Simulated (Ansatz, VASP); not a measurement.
# MgS: VASP beside Ansatz

```
S Mg
1.0
     0.00000    2.83312    2.83312
     2.83312    0.00000    2.83312
     2.83312    2.83312    0.00000
S Mg
1 1
Direct
  0.75000 0.75000 0.75000
  0.00000 0.00000 0.00000
```

Alike in both runs: functional PBE; k mesh 8 × 8 × 8; no spin polarisation.

```csv
,VASP,Ansatz
version,VASP 6.6.1,Ansatz 0.2.0
potentials or method,"VASP PAW PBE potentials, release 64 (S, Mg)",JTH PAW
plane-wave cutoff (eV),600,900
occupations,"methfessel-paxton of order 1, width 0.15 eV","cold, width 0.15 eV"
valence electrons in the cell,8,16
task,single point,optical spectrum
```

|  | VASP | Ansatz | Ansatz less VASP |
| --- | --- | --- | --- |
| gap on the k mesh at the Fermi level (eV) | 3.45 | 3.44 | -0.003 |
| least direct gap on the mesh (eV) | 3.45 | 3.44 | -0.003 |

VASP's potentials hold 8 valence electrons a cell and Ansatz's 16, so a difference there can come from the potentials and not from the codes.
